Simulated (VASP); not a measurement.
# Se (P3_121) in VASP: single point with PBE

Aim: the single point of Se with PBE.

Program: VASP 6.6.1. These are calculated values, not measurements. Logs are shortened: lines on timing, memory, paths and dates and some standing lists are left out, and cuts for length are marked.

## 1. The cell of the first run

The structure is trigonal, space group P3_121 (No. 152). Conventional cell: a = 4.366 Å, b = 4.366 Å, c = 4.954 Å, α = 90.00°, β = 90.00°, γ = 120.00°. Within 3.1 Å of Se (site symmetry 2) lie 2 Se at 2.37 Å.

## 2. Single point, PBE

The input, INCAR:

```
SYSTEM = Se
PREC = Accurate ; ENCUT = 500
EDIFF = 1E-6 ; ISMEAR = -1
SIGMA = 0.01 ; LREAL = .False.
LASPH = .True. ; NELM = 120
ALGO = Normal ; ISIF = 2
LWAVE = .False. ; LCHARG = .True.
GGA = PE ; LELF = .True.
LVHAR = .True. ; NBANDS = 16
GGA_COMPAT = .False.
```

The input, KPOINTS:

```
Automatic mesh
0
Gamma
  1 1 1
  0 0 0
```

The input, POSCAR:

```
Se
1.0
    4.3662000000      0.0000000000      0.0000000000
   -2.1831000000      3.7812400000      0.0000000000
    0.0000000000      0.0000000000      4.9536000000
Se
3
Direct
    0.2254000000      0.0000000000      0.3333333333
    0.0000000000      0.2254000000      0.6666666667
    0.7746000000      0.7746000000      0.0000000000
```

Potentials or basis: VASP PAW PBE potentials, release 64 (Se).

Command:

```bash
$ cat potpaw_PBE.64/Se/POTCAR > POTCAR
$ mpirun -np 1 vasp_gam > vasp.out
```

OUTCAR:

```text
SYSTEM = Se
   PREC = Accurate
   ENCUT = 500
   EDIFF = 1E-6
   ISMEAR = -1
   LREAL = .False.
   LASPH = .True.
   NELM = 120
   ISIF = 2
   GGA = PE

 ion  position               nearest neighbor table
   1  0.225  0.000  0.333-   3 2.37   2 2.37
   2  0.000  0.225  0.667-   3 2.37   1 2.37
   3  0.775  0.775  0.000-   2 2.37   1 2.37

  LATTYP: Found a hexagonal cell.
 ALAT       =     4.3662000000
 C/A-ratio  =     1.1345334616

  Lattice vectors:

 A1 = (   4.3662000000,   0.0000000000,   0.0000000000)
 A2 = (  -2.1831000000,   3.7812400000,   0.0000000000)
 A3 = (   0.0000000000,   0.0000000000,   4.9536000000)

Analysis of symmetry for initial positions (statically):
=====================================================================
 Subroutine PRICEL returns:
 Original cell was already a primitive cell.

 Routine SETGRP: Setting up the symmetry group for a
 hexagonal supercell.

 Subroutine GETGRP returns: Found  6 space group operations
 (whereof  2 operations were pure point group operations)
 out of a pool of 24 trial point group operations.

The static configuration has the point symmetry C_2 .
 The point group associated with its full space group is D_3 .

Analysis of symmetry for dynamics (positions and initial velocities):
=====================================================================
 Subroutine PRICEL returns:
 Original cell was already a primitive cell.

 Routine SETGRP: Setting up the symmetry group for a
 hexagonal supercell.

 Subroutine GETGRP returns: Found  6 space group operations
 (whereof  2 operations were pure point group operations)
 out of a pool of 24 trial point group operations.

The dynamic configuration has the point symmetry C_2 .
 The point group associated with its full space group is D_3 .

 Subroutine INISYM returns: Found  6 space group operations
 (whereof  2 operations are pure point group operations),
 and found     1 'primitive' translations

----------------------------------------------------------------------------------------

                                     Primitive cell

  volume of cell :      81.7822

  direct lattice vectors                    reciprocal lattice vectors
     4.366200000  0.000000000  0.000000000     0.229032110  0.132231755  0.000000000
    -2.183100000  3.781240000  0.000000000     0.000000000  0.264463509  0.000000000
     0.000000000  0.000000000  4.953600000     0.000000000  0.000000000  0.201873385
[... 59 lines left out ...]
   LASPH  =      T    aspherical Exc in radial PAW
   ENCUT  =  500.0 eV  36.75 Ry    6.06 a.u.   7.96  7.96  9.03*2*pi/ulx,y,z
   NELM   =    120;   NELMIN=  2; NELMDL= -5     # of ELM steps
   EDIFF  = 0.1E-05   stopping-criterion for ELM
   LREAL  =      F    real-space projection
   EDIFFG = 0.1E-04   stopping-criterion for IOM
   NSW    =      0    number of steps for IOM
   IBRION =     -1    ionic relax: 0-MD 1-quasi-New 2-CG
   NFREE  =      0    steps in history (QN), initial steepest desc. (CG)
   ISIF   =      2    stress and relaxation
   ISYM   =      2    0-nonsym 1-usesym 2-fastsym
   POTIM  = 0.5000    time-step for ionic-motion
   TEBEG  =    0.0;   TEEND  =   0.0 temperature during run
   PSTRESS=    0.0 pullay stress
   NELECT =      18.0000    total number of electrons
   NUPDOWN=      -1.0000    fix difference up-down
   EMIN   =  10.00;   EMAX   =-10.00  energy-range for DOS
   EFERMI =   0.00;   METHOD = LEGACY
   ISMEAR =    -1;   SIGMA  =   0.01  broadening in eV -4-tet -1-fermi 0-gaus
   EFERMI_NEDOS =   21; number of points for ismear=-14 and -15
   IALGO  =     38    algorithm
   IMIX   =      4    mixing-type and parameters
     AMIX     =   0.40;   BMIX     =  1.00
     AMIX_MAG =   1.60;   BMIX_MAG =  1.00
  volume/ion in A,a.u.               =      27.26       183.96
  Fermi-wavevector in a.u.,A,eV,Ry     =   0.988430  1.867862 13.292818  0.976995
  Thomas-Fermi vector in A             =   2.119956
   LORBIT       =      0    0 simple, 1 ext, 2 COOP (PROOUT), +10 PAW based schemes
   GGA     = PE    functional components
   LHFCALC =     F    Hartree Fock is set to
   AEXX    =    0.0000 exact exchange contribution
   IVDW    =     0    specifies the selected vdW correction
   LEPSILON=     F    determine dielectric tensor
   LRPA    =     F    only Hartree local field effects (RPA)
 non-spin polarized calculation
  energy-cutoff  :      500.00
  volume of cell :       81.78
 maximum number of plane-waves:      1009
 NGX is ok and might be reduce to    30
   NGX = 15   NGY = 15   NGZ = 19

 number of electron      18.0000003 magnetization

 Free energy of the ion-electron system (eV)
  ---------------------------------------------------
  ext. energy  EPLUGINS =         0.00000000
  ---------------------------------------------------
  free energy    TOTEN  =        -6.78542510 eV

  energy without entropy =       -6.78542510  energy(sigma->0) =       -6.78542510

 E-fermi :   2.8223     XC(G=0):  -8.6291

 val. band max:        2.5510719972   @ k =   0.0000   0.0000   0.0000
 cond. band min:       4.7970973006   @ k =   0.0000   0.0000   0.0000
 fundamental gap:      2.2460253034
 Fermi energy:         2.8222791331

 k-point     1 :       0.0000    0.0000    0.0000
  band No.  band energies     occupation
      1     -12.8634      2.00000
      2      -8.7440      2.00000
      3      -8.7440      2.00000
      4      -0.9306      2.00000
      5      -0.9306      2.00000
      6      -0.8848      2.00000
[... 8 lines left out ...]
     15       9.4406      0.00000
     16      11.2475      0.00000

------------------------ aborting loop because EDIFF is reached ----------------------------------------

  FORCE on cell =-STRESS in cart. coord.  units (eV):
  Direction    XX          YY          ZZ          XY          YZ          ZX
  --------------------------------------------------------------------------------------
  -------------------------------------------------------------------------------------
  Total       15.2561603     15.2561593    -10.9523305      0.0000000      0.0000000      0.0000000
  in kB      298.8801153    298.8800966   -214.5647226      0.0000000      0.0000000      0.0000000
  external PRESSURE =     127.7318298 kB  Pullay stress =       0.0000000 kB

 VOLUME and BASIS-vectors are now :
 -----------------------------------------------------------------------------
  energy-cutoff  :      500.00
  volume of cell :       81.78
      direct lattice vectors                 reciprocal lattice vectors
     4.366200000  0.000000000  0.000000000     0.229032110  0.132231755  0.000000000
    -2.183100000  3.781240000  0.000000000     0.000000000  0.264463509  0.000000000
     0.000000000  0.000000000  4.953600000     0.000000000  0.000000000  0.201873385

 POSITION                                       TOTAL-FORCE (eV/Angst)
 -----------------------------------------------------------------------------------
      0.98414      0.00000      1.65120        -1.663453      0.000000      0.000000
     -0.49207      0.85229      3.30240         0.831726     -1.440592      0.000000
      1.69103      2.92895      0.00000         0.831726      1.440592     -0.000000
 -----------------------------------------------------------------------------------
    total drift:                               -0.000000     -0.000000      0.000000

  FREE ENERGIE OF THE ION-ELECTRON SYSTEM (eV)
  ---------------------------------------------------
  free  energy   TOTEN  =        -6.7854250983 eV

  energy  without entropy=       -6.7854250983  energy(sigma->0) =       -6.78542510
```

OSZICAR:

```text
N       E                     dE             d eps       ncg     rms          rms(c)
DAV:   1     0.130040800234E+03    0.13004E+03   -0.77770E+03    32   0.885E+02
DAV:   2     0.319469519569E+01   -0.12685E+03   -0.11260E+03    48   0.180E+02
DAV:   3    -0.689314154411E+01   -0.10088E+02   -0.10056E+02    48   0.562E+01
DAV:   4    -0.696876589254E+01   -0.75624E-01   -0.75623E-01    32   0.571E+00
DAV:   5    -0.696920629575E+01   -0.44040E-03   -0.44040E-03    48   0.469E-01    0.704E+00
DAV:   6    -0.682248803574E+01    0.14672E+00   -0.88618E-02    32   0.164E+00    0.428E+00
DAV:   7    -0.678159024964E+01    0.40898E-01   -0.18300E-01    32   0.243E+00    0.350E-01
DAV:   8    -0.678505101272E+01   -0.34608E-02   -0.60158E-03    32   0.507E-01    0.889E-02
DAV:   9    -0.678529434619E+01   -0.24333E-03   -0.14772E-04    48   0.893E-02    0.352E-02
DAV:  10    -0.678542079600E+01   -0.12645E-03   -0.10417E-04    32   0.730E-02    0.673E-03
DAV:  11    -0.678542496025E+01   -0.41643E-05   -0.33158E-06    40   0.133E-02    0.316E-03
DAV:  12    -0.678542509829E+01   -0.13804E-06   -0.77879E-07    24   0.693E-03
   1 F= -.67854251E+01 E0= -.67854251E+01  d E =-.936858E-12
```

stdout:

```text
POSCAR found type information on POSCAR Se
 POSCAR found :  1 types and       3 ions
 scaLAPACK will be used
 LDA part: xc-table for (Slater+PW92), standard interpolation
 POSCAR, INCAR and KPOINTS ok, starting setup
 FFT: planning ... GRIDC
 FFT: planning ... GRID_SOFT
 FFT: planning ... GRID
 WAVECAR not read
 entering main loop
```

Run time: 5.6 s. Hardware: 1 thread of AMD EPYC 7R13 (Zen 3), shared host; peak memory 0.14 GiB.

Results:

```yaml
Free_energy: -6.7854 eV
Pressure: 12.8 GPa
Largest_force: 1.663 eV/Å
```

Forces in eV/Å, atoms in the order of the input:
```
Se  -1.663  0.000  0.000
Se   0.832 -1.441  0.000
Se   0.832  1.441  0.000
```

Stress tensor (GPa, compression positive):
```
 29.89   0.00   0.00
  0.00  29.89   0.00
  0.00   0.00 -21.46
```

Levels at points of the mesh, in eV from the Fermi level:
```tsv
k point	band 7	band 8	band 9	band 10	band 11	band 12
(0.00, 0.00, 0.00)	-1.93	-1.93	-0.27	1.97	1.97	2.22
```

Caveat: the k points lie up to 1.66 Å⁻¹ apart, too coarse for converged energies, forces and pressures; forces of over 1 eV/Å act on the atoms, so gaps and moduli don't describe the material at rest.
